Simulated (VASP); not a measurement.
# SrO (I4mm) in VASP: a series of runs, part 2 of 2

VASP 6.6.1. Earlier steps stand in the parts before.

### 5 Single point, LDA

Input file INCAR:

```
SYSTEM = SrO
ALGO = Normal
EDIFF = 1E-7
ENCUT = 520
GGA = CA
ISIF = 2
ISMEAR = 0
LASPH = .TRUE.
LCHARG = .TRUE.
LELF = .TRUE.
LREAL = .FALSE.
LVHAR = .TRUE.
LWAVE = .FALSE.
NBANDS = 15
NELM = 60
PREC = Accurate
SIGMA = 0.05
```

Input file KPOINTS:

```
k-points
0
G
  8 8 8
  0 0 0
```

Input file POSCAR:

```
SrO
1.0
    0.0000000000      2.5698000000      2.5698000000
    2.5698000000      0.0000000000      2.5698000000
    2.5698000000      2.5698000000      0.0000000000
Sr O
1 1
Direct
   -0.0048641918     -0.0048641918      0.0048641918
    0.5000000000      0.5000000000      0.5000000000
```

Potentials or basis: VASP PAW LDA potentials, release 64 (Sr_sv, O).

On the command line:

```
$ cat potpaw_LDA.64/Sr_sv/POTCAR potpaw_LDA.64/O/POTCAR > POTCAR
$ mpirun -np 1 vasp_std > vasp.out
```

OUTCAR:

```text
SYSTEM = SrO
   EDIFF = 1E-7
   ENCUT = 520
   GGA = CA
   ISIF = 2
   ISMEAR = 0
   LASPH = .TRUE.
   LREAL = .FALSE.
   NELM = 60
   PREC = Accurate

 ion  position               nearest neighbor table
   1  0.995  0.995  0.005-   2 2.54   2 2.57   2 2.57   2 2.57   2 2.57   2 2.59
   2  0.500  0.500  0.500-   1 2.54   1 2.57   1 2.57   1 2.57   1 2.57   1 2.59

  LATTYP: Found a face centered cubic cell.
 ALAT       =     5.1396000000

  Lattice vectors:

 A1 = (   0.0000000000,   2.5698000000,   2.5698000000)
 A2 = (   2.5698000000,   0.0000000000,   2.5698000000)
[... 609 lines left out ...]
     11      10.4741      0.00000
     12      11.0115      0.00000
     13      12.4757      0.00000
     14      13.6422      0.00000
     15      14.9105      0.00000

 [... further k-points ...]
[... 5 lines left out ...]
  --------------------------------------------------------------------------------------
  -------------------------------------------------------------------------------------
  Total       -0.7416681     -0.7416681     -0.7265155      0.0000000      0.0000000      0.0000000
  in kB      -35.0100071    -35.0100071    -34.2947370      0.0000000      0.0000000      0.0000000
  external PRESSURE =     -34.7715838 kB  Pullay stress =       0.0000000 kB

 VOLUME and BASIS-vectors are now :
 -----------------------------------------------------------------------------
  energy-cutoff  :      520.00
  volume of cell :       33.94
      direct lattice vectors                 reciprocal lattice vectors
     0.000000000  2.569800000  2.569800000    -0.194567671  0.194567671  0.194567671
     2.569800000  0.000000000  2.569800000     0.194567671 -0.194567671  0.194567671
     2.569800000  2.569800000  0.000000000     0.194567671  0.194567671 -0.194567671

 POSITION                                       TOTAL-FORCE (eV/Angst)
 -----------------------------------------------------------------------------------
      2.56980      2.56980      5.11460         0.000000      0.000000      0.048452
      2.56980      2.56980      2.56980         0.000000      0.000000     -0.048452
 -----------------------------------------------------------------------------------
    total drift:                               -0.000000     -0.000000      0.000023

  FREE ENERGIE OF THE ION-ELECTRON SYSTEM (eV)
  ---------------------------------------------------
  free  energy   TOTEN  =       -13.3742196258 eV

  energy  without entropy=      -13.3742196258  energy(sigma->0) =      -13.37421963
```

OSZICAR:

```text
N       E                     dE             d eps       ncg     rms          rms(c)
DAV:   1     0.669377261633E+02    0.66938E+02   -0.84617E+03  1770   0.105E+03
DAV:   2    -0.123944927421E+02   -0.79332E+02   -0.72344E+02  2401   0.222E+02
DAV:   3    -0.154903910223E+02   -0.30959E+01   -0.30803E+01  2303   0.400E+01
DAV:   4    -0.155557667120E+02   -0.65376E-01   -0.65368E-01  2170   0.582E+00
DAV:   5    -0.155575195863E+02   -0.17529E-02   -0.17529E-02  2245   0.780E-01    0.172E+01
DAV:   6    -0.136087000790E+02    0.19488E+01   -0.63936E+00  1812   0.193E+01    0.209E+01
DAV:   7    -0.134232680452E+02    0.18543E+00   -0.34861E-01  2036   0.515E+00    0.115E+01
DAV:   8    -0.133732831646E+02    0.49985E-01   -0.13290E-01  2358   0.333E+00    0.128E+00
DAV:   9    -0.133743303492E+02   -0.10472E-02   -0.65417E-03  2643   0.473E-01    0.320E-01
DAV:  10    -0.133742079156E+02    0.12243E-03   -0.15484E-04  2085   0.132E-01    0.183E-01
DAV:  11    -0.133742175988E+02   -0.96832E-05   -0.83236E-05  2071   0.920E-02    0.203E-02
DAV:  12    -0.133742196000E+02   -0.20012E-05   -0.65580E-06  2178   0.188E-02    0.339E-03
DAV:  13    -0.133742196258E+02   -0.25802E-07   -0.31180E-07  2120   0.486E-03
   1 F= -.13374220E+02 E0= -.13374220E+02  d E =-.382263E-12
```

stdout:

```text
POSCAR found type information on POSCAR SrO
 POSCAR found :  2 types and       2 ions
 scaLAPACK will be used
 LDA part: xc-table for (Slater(with rela. corr.)+CA(PZ))
 , standard interpolation
 POSCAR, INCAR and KPOINTS ok, starting setup
 FFT: planning ... GRIDC
 FFT: planning ... GRID_SOFT
 FFT: planning ... GRID
 WAVECAR not read
 entering main loop
```

Run time: 15 s. Hardware: 1 thread of Intel Xeon Platinum 8559C (Emerald Rapids), shared host; peak memory 0.16 GiB.

What came out:

* Free energy: -13.3742 eV
* Pressure: -3.5 GPa
* Largest force: 0.048 eV/Å
* Band gap on the k mesh: 3.10 eV, indirect (least direct gap 3.18 eV)

Forces in eV/Å, atoms in the order of the input:
```
Sr   0.000  0.000  0.048
O    0.000  0.000 -0.048
```

Levels at points of the mesh, in eV from the valence-band top:
| k point | band 4 | band 5 | band 6 | band 7 | band 8 | band 9 | band 10 | band 11 | band 12 | band 13 |
| --- | --- | --- | --- | --- | --- | --- | --- | --- | --- | --- |
| (0.00, 0.00, 0.00) | -13.80 | -13.80 | 0.00 | 0.00 | 0.00 | 3.81 | 6.11 | 6.11 | 6.11 | 8.34 |
| (0.50, 0.00, 0.00) | -13.89 | -12.51 | -2.25 | -1.16 | -1.16 | 6.45 | 8.28 | 8.81 | 8.82 | 11.97 |
| (0.50, 0.50, 0.00) | -14.19 | -14.19 | -0.42 | -0.08 | -0.08 | 3.10 | 7.76 | 10.18 | 10.20 | 11.16 |
| (0.00, 0.50, 0.50) | -14.19 | -14.18 | -0.42 | -0.09 | -0.08 | 3.11 | 7.76 | 10.19 | 10.20 | 11.16 |

Caveat: the cell differs from its parent crystal (all Sr atoms moved +0.025 Å, as atom 1 towards its neighbour atom 2 (O) at 2.570 Å).

### 6 Single point, LDA

Input file INCAR:

```
SYSTEM = SrO
PREC = Accurate
ENCUT = 520
EDIFF = 1E-7
ISMEAR = 0
SIGMA = 0.05
LREAL = .FALSE.
LASPH = .TRUE.
NELM = 60
ALGO = Normal
ISIF = 2
LWAVE = .FALSE.
LCHARG = .TRUE.
LELF = .TRUE.
LVHAR = .TRUE.
NBANDS = 15
```

Input file KPOINTS:

```
regular mesh
0
G
  8 8 8
  0 0 0
```

Changes to POSCAR since step 5:

```diff
@@ -8,3 +8,3 @@
 Direct
-   -0.0048641918     -0.0048641918      0.0048641918
+   -0.0170246712     -0.0170246712      0.0170246712
     0.5000000000      0.5000000000      0.5000000000
```

Potentials or basis: VASP PAW LDA potentials, release 64 (Sr_sv, O).

On the command line:

```
$ cat potpaw_LDA.64/Sr_sv/POTCAR potpaw_LDA.64/O/POTCAR > POTCAR
$ mpirun -np 1 vasp_std > vasp.out
```

Wall time 15 s (1 thread of Intel Xeon Platinum 8559C (Emerald Rapids), shared host); peak memory 0.16 GiB.

It converged, with:

| Quantity | Value |
| --- | --- |
| Free energy | -13.3672 eV |
| Pressure | -3.3 GPa |
| Largest force | 0.181 eV/Å |
| Band gap on the k mesh | 3.12 eV, indirect (least direct gap 3.19 eV) |

Forces on the atoms (eV/Å):
```
Sr   0.000  0.000  0.181
O    0.000  0.000 -0.181
```

Stress tensor (GPa, compression positive):
```
-3.58  0.00  0.00
 0.00 -3.58  0.00
 0.00  0.00 -2.70
```

Levels at points of the mesh, in eV from the valence-band top:
```
           k point  band 4  band 5  band 6  band 7  band 8  band 9  band 10  band 11  band 12  band 13
(0.00, 0.00, 0.00)  -13.78  -13.76   -0.01   -0.01    0.00    3.82     6.13     6.16     6.16     8.36
(0.50, 0.00, 0.00)  -13.87  -12.49   -2.23   -1.15   -1.14    6.46     8.23     8.84     8.88    11.93
(0.50, 0.50, 0.00)  -14.17  -14.17   -0.39   -0.07   -0.07    3.12     7.75    10.14    10.22    11.18
(0.00, 0.50, 0.50)  -14.17  -14.09   -0.41   -0.12   -0.07    3.18     7.76    10.21    10.23    11.18
```

Caveat: the cell differs from its parent crystal (all Sr atoms moved +0.087 Å, as atom 1 towards its neighbour atom 2 (O) at 2.570 Å). A k mesh can miss the band edges.
